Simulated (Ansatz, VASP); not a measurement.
Two plane-wave programs on MoI3

```
Mo I
1.0
     5.81828    0.00000    0.00000
     0.00000    5.81828    0.00000
     0.00000    0.00000    5.81828
Mo I
1 3
Direct
  0.00000 0.00000 0.00000
  0.50000 0.00000 0.00000
  0.00000 0.00000 0.50000
  0.00000 0.50000 0.00000
```

Alike in both runs: task single point; functional PBE; k mesh 3 × 3 × 3; occupations gaussian, width 0.05 eV; collinear spin; Hubbard terms Mo d U = 8.0 eV.

|  | VASP | Ansatz |
| --- | --- | --- |
| version | VASP 6.6.1 | Ansatz 0.2.0 |
| potentials or method | VASP PAW PBE potentials, release 64 (Mo_sv, I), cutoff 520 eV | scalar-relativistic, plane waves, PAW |
| valence electrons in the cell | 35 | 65 |

VASP gave:

| Item | Value |
| --- | --- |
| pressure (GPa) | 0.0 |
| traceless stress, the component that is largest in VASP (GPa) | 0.00 |
| net moment per atom (μB) | 0.75 |
| size of the moment on the site where the two differ most (μB) | 2.81 |

Question: Which values does Ansatz return?

Answer: Pressure (GPa): 1.2; traceless stress, the component that is largest in VASP (GPa): 0.06; net moment per atom (μB): 0.75; size of the moment on the site where the two differ most (μB): 1.65.

Site moments also hang on the region over which each program counts them. The programs project onto different local orbitals, so the same U acts differently, and such runs can settle in different states. VASP's potentials hold 35 valence electrons a cell and Ansatz's 65, so a difference there can come from the potentials and not from the codes. Ansatz's warnings: filled band counts differ across k points, specified occupation not kept, symmetry narrowed by occupation matrices.

Spin-orbit coupling is off throughout.
